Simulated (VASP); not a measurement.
# BaTiO3 (Amm2) in VASP: notebook

BaTiO3 is run at these levels: r2SCAN+U; tasks: single point.

Everything below comes from runs of VASP 6.6.1. Logs are shortened: lines on timing, memory, paths and dates and some standing lists are left out, and cuts for length are marked.

## 1. The cell of the first run

The typed cell holds 5 atoms: a = 3.926 Å, b = 3.926 Å, c = 3.926 Å, α = 90.00°, β = 90.00°, γ = 90.00°.

## 2. Single point, r2SCAN+U

POSCAR reads:

```
BaTiO3
1.0
    3.9262572815      0.0000000000      0.0000000000
    0.0000000000      2.7762983384      2.7762656432
    0.0000000000     -2.7762983384      2.7762656432
Ba Ti O
1 1 3
Direct
    0.0000000000     -0.0038752435     -0.0038752435
    0.5000000000      0.4962648504      0.4962648504
    0.5000000000      0.9957677299      0.4958713478
    0.5000000000      0.4958713478      0.9957677299
    0.0000000000      0.4958713154      0.4958713154
```

INCAR.step1 reads:

```
SYSTEM = BaTiO3
ALGO = Normal ; EDIFF = 1E-4
ENCUT = 520 ; GGA = PE
ISMEAR = 0 ; LASPH = .True.
LCHARG = .False. ; LDAU = .True.
LDAUJ = 0 0 0 ; LDAUL = -1 2 -1
LDAUTYPE = 2 ; LDAUU = 0 4 0
LMAXMIX = 4 ; LREAL = .False.
LWAVE = .True. ; NBANDS = 28
NELM = 150 ; PREC = Accurate
SIGMA = 0.02
```

INCAR.step2 reads:

```
SYSTEM = BaTiO3
ALGO = Normal ; EDIFF = 1E-6
ENCUT = 520 ; ISIF = 2
ISMEAR = 0 ; ISTART = 1
LASPH = .True. ; LCHARG = .False.
LDAU = .True. ; LDAUJ = 0 0 0
LDAUL = -1 2 -1 ; LDAUPRINT = 1
LDAUTYPE = 2 ; LDAUU = 0 4 0
LMAXMIX = 4 ; LMIXTAU = .True.
LREAL = .False. ; LWAVE = .False.
METAGGA = R2SCAN ; NBANDS = 28
NELM = 150 ; PREC = Accurate
SIGMA = 0.02
```

KPOINTS reads:

```
k-points
0
Gamma
  6 6 6
  0 0 0
```

Potentials or basis: VASP PAW PBE potentials, release 64 (Ba_sv, Ti_sv, O).

On the command line:

```sh
> cat potpaw_PBE.64/Ba_sv/POTCAR potpaw_PBE.64/Ti_sv/POTCAR potpaw_PBE.64/O/POTCAR > POTCAR
> cp INCAR.step1 INCAR
> mpirun -np 1 vasp_std > vasp.out
> cp INCAR.step2 INCAR
> mpirun -np 1 vasp_std > vasp.out
```

OUTCAR:

```text
SYSTEM = BaTiO3
   EDIFF = 1E-6
   ENCUT = 520
   ISIF = 2
   ISMEAR = 0
   ISTART = 1
   LASPH = .True.
   LREAL = .False.
   METAGGA = R2SCAN
   NELM = 150
   PREC = Accurate

 ion  position               nearest neighbor table
   1  0.000  0.996  0.996-   5 2.77   4 2.78   3 2.78   3 2.78   4 2.78   5 2.78   5 2.78   4 2.78
                             3 2.78   3 2.78   4 2.78   5 2.78   2 3.40   2 3.40   2 3.40   2 3.40
   2  0.500  0.496  0.496-   3 1.96   4 1.96   5 1.96   5 1.96   3 1.97   4 1.97   1 3.40   1 3.40
                             1 3.40   1 3.40   1 3.40   1 3.40   1 3.40   1 3.40
   3  0.500  0.996  0.496-   2 1.96   2 1.97   1 2.78   1 2.78   1 2.78   1 2.78
   4  0.500  0.496  0.996-   2 1.96   2 1.97   1 2.78   1 2.78   1 2.78   1 2.78
   5  0.000  0.496  0.496-   2 1.96   2 1.96   1 2.77   1 2.78   1 2.78   1 2.78

  LATTYP: Found a base centered orthorhombic cell.
 ALAT       =     5.5525312864
 B/A-ratio  =     1.0000117767
 C/A-ratio  =     0.7071112397

  Lattice vectors:

 A1 = (   0.0000000000,   2.7762983384,   2.7762656432)
 A2 = (   0.0000000000,  -2.7762983384,   2.7762656432)
 A3 = (   3.9262572815,   0.0000000000,   0.0000000000)

Analysis of symmetry for initial positions (statically):
=====================================================================
 Subroutine PRICEL returns:
 Original cell was already a primitive cell.

 Routine SETGRP: Setting up the symmetry group for a
 base centered orthorhombic supercell.

 Subroutine GETGRP returns: Found  4 space group operations
 (whereof  4 operations were pure point group operations)
 out of a pool of  8 trial point group operations.

The static configuration has the point symmetry C_2v.

Analysis of symmetry for dynamics (positions and initial velocities):
=====================================================================
 Subroutine PRICEL returns:
 Original cell was already a primitive cell.

 Routine SETGRP: Setting up the symmetry group for a
 base centered orthorhombic supercell.

[... 162 lines left out ...]
  0.0000  0.0000  0.0000  0.0981  0.0000
  0.0000  0.0000 -0.0643  0.0000  0.2095

spin component  2

  0.0981  0.0000  0.0000  0.0000  0.0000
  0.0000  0.2466  0.0000  0.0000  0.0000
  0.0000  0.0000  0.1352  0.0000 -0.0643
  0.0000  0.0000  0.0000  0.0981  0.0000
  0.0000  0.0000 -0.0643  0.0000  0.2095

 occupancies and eigenvectors

  o =  0.0981  v =  0.0000  0.0000  0.0000  1.0000  0.0000  0.0000  0.0000  0.0000  0.0000  0.0000      0.0000  0.0000  0.0000  0.0000  0.0000  0.0000  0.0000  0.0000  0.0000  0.0000
  o =  0.0981  v =  0.0000  0.0000  0.0000  0.0000  0.0000  0.0000  0.0000  0.0000  1.0000  0.0000      0.0000  0.0000  0.0000  0.0000  0.0000  0.0000  0.0000  0.0000  0.0000  0.0000
  o =  0.0981  v =  1.0000  0.0000  0.0000  0.0000  0.0000  0.0000  0.0000  0.0000  0.0000  0.0000      0.0000  0.0000  0.0000  0.0000  0.0000  0.0000  0.0000  0.0000  0.0000  0.0000
  o =  0.0981  v =  0.0000  0.0000  0.0000  0.0000  0.0000  1.0000  0.0000  0.0000  0.0000  0.0000      0.0000  0.0000  0.0000  0.0000  0.0000  0.0000  0.0000  0.0000  0.0000  0.0000
  o =  0.0981  v =  0.0000  0.0000 -0.8660  0.0000 -0.5000  0.0000  0.0000  0.0000  0.0000  0.0000      0.0000  0.0000  0.0000  0.0000  0.0000  0.0000  0.0000  0.0000  0.0000  0.0000
  o =  0.0981  v =  0.0000  0.0000  0.0000  0.0000  0.0000  0.0000  0.0000 -0.8660  0.0000 -0.5000      0.0000  0.0000  0.0000  0.0000  0.0000  0.0000  0.0000  0.0000  0.0000  0.0000
  o =  0.2466  v =  0.0000  0.0000  0.0000  0.0000  0.0000  0.0000  1.0000  0.0000  0.0000  0.0000      0.0000  0.0000  0.0000  0.0000  0.0000  0.0000  0.0000  0.0000  0.0000  0.0000
  o =  0.2466  v =  0.0000  1.0000  0.0000  0.0000  0.0000  0.0000  0.0000  0.0000  0.0000  0.0000      0.0000  0.0000  0.0000  0.0000  0.0000  0.0000  0.0000  0.0000  0.0000  0.0000
  o =  0.2466  v =  0.0000  0.0000 -0.5000  0.0000  0.8660  0.0000  0.0000  0.0000  0.0000  0.0000      0.0000  0.0000  0.0000  0.0000  0.0000  0.0000  0.0000  0.0000  0.0000  0.0000
  o =  0.2466  v =  0.0000  0.0000  0.0000  0.0000  0.0000  0.0000  0.0000 -0.5000  0.0000  0.8660      0.0000  0.0000  0.0000  0.0000  0.0000  0.0000  0.0000  0.0000  0.0000  0.0000

 number of electron      40.0000000 magnetization

 Free energy of the ion-electron system (eV)
  ---------------------------------------------------
  ext. energy  EPLUGINS =         0.00000000
  ---------------------------------------------------
  free energy    TOTEN  =       -71.42858146 eV

  energy without entropy =      -71.42858146  energy(sigma->0) =      -71.42858146

 E-fermi :   4.2690     XC(G=0): -12.2556

 val. band max:        4.1230412731   @ k =   0.5000   0.5000   0.5000
 cond. band min:       6.9444179940   @ k =   0.0000   0.0000   0.0000
 fundamental gap:      2.8213767209
 Fermi energy:         4.2690316042

 k-point     1 :       0.0000    0.0000    0.0000
  band No.  band energies     occupation
      1     -55.5064      2.00000
      2     -30.6506      2.00000
      3     -30.6497      2.00000
      4     -30.6497      2.00000
      5     -21.2356      2.00000
      6     -13.9130      2.00000
[... 733 lines left out ...]
     27      13.2532      0.00000
     28      13.7802      0.00000

 [... further k-points ...]

------------------------ aborting loop because EDIFF is reached ----------------------------------------

  FORCE on cell =-STRESS in cart. coord.  units (eV):
  Direction    XX          YY          ZZ          XY          YZ          ZX
  --------------------------------------------------------------------------------------
  -------------------------------------------------------------------------------------
  Total        6.3143447      6.3229407      6.3239597      0.0000000      0.0000000      0.0000000
  in kB      167.1486870    167.3762340    167.4032068      0.0000000      0.0000000      0.0000000
  external PRESSURE =     167.3093759 kB  Pullay stress =       0.0000000 kB

 VOLUME and BASIS-vectors are now :
 -----------------------------------------------------------------------------
  energy-cutoff  :      520.00
  volume of cell :       60.53
      direct lattice vectors                 reciprocal lattice vectors
     3.926257281  0.000000000  0.000000000     0.254695484  0.000000000  0.000000000
     0.000000000  2.776298338  2.776265643     0.000000000  0.180095919  0.180098040
     0.000000000 -2.776298338  2.776265643     0.000000000 -0.180095919  0.180098040

 POSITION                                       TOTAL-FORCE (eV/Angst)
 -----------------------------------------------------------------------------------
      0.00000      0.00000      5.53101         0.000000      0.000000     -0.005384
      1.96313      0.00000      2.75553         0.000000      0.000000     -0.012716
      1.96313      1.38786      4.14119         0.000000      0.010795      0.010239
      1.96313     -1.38786      4.14119         0.000000     -0.010795      0.010239
      0.00000      0.00000      2.75334         0.000000      0.000000     -0.002378
 -----------------------------------------------------------------------------------
    total drift:                                0.000000      0.000003      0.016698

  FREE ENERGIE OF THE ION-ELECTRON SYSTEM (eV)
  ---------------------------------------------------
  free  energy   TOTEN  =       -71.4285814635 eV

  energy  without entropy=      -71.4285814635  energy(sigma->0) =      -71.42858146
```

Wall time 4.4 min (1 thread of Intel Xeon Platinum 8488C (Sapphire Rapids), shared host); peak memory 0.23 GiB.

Results:

| Quantity | Value |
| --- | --- |
| Free energy | -71.4286 eV |
| Pressure | 16.7 GPa |
| Largest force | 0.015 eV/Å |
| Band gap on the k mesh | 2.82 eV (least direct gap 2.96 eV) |

Forces in eV/Å, atoms in the order of the input:
```
Ba   0.000  0.000 -0.005
Ti   0.000  0.000 -0.013
O    0.000  0.011  0.010
O    0.000 -0.011  0.010
O    0.000  0.000 -0.002
```

Levels at points of the mesh, in eV from the valence-band top:
```tsv
k point	band 18	band 19	band 20	band 21	band 22	band 23
(0.00, 0.00, 0.00)	-0.14	-0.14	-0.14	2.82	2.82	2.82
(0.50, 0.00, 0.00)	-1.80	-0.82	-0.82	3.03	4.67	4.69
(0.00, 0.50, 0.00)	-1.80	-0.82	-0.82	3.03	4.67	4.69
(0.50, 0.50, 0.00)	-0.86	-0.86	-0.10	4.71	4.71	5.19
(0.00, 0.50, 0.50)	-0.86	-0.86	-0.10	4.71	4.71	5.19
(0.50, 0.50, 0.50)	0.00	0.00	0.00	5.47	5.47	5.47
```

Eigenvalues of the final occupation matrices:
| site | spin | trace | eigenvalues |
| --- | --- | --- | --- |
| site 2 d | 1 | 0.79 | 0.10 0.10 0.10 0.25 0.25 |
| site 2 d | 2 | 0.79 | 0.10 0.10 0.10 0.25 0.25 |

Caveat: the cell stands under pressure; the PAW data sets were made with another functional, which shifts forces and pressure a little; spin-orbit coupling is left out, which moves the levels of the heavy elements.

(Continued in part 2 of 2.)
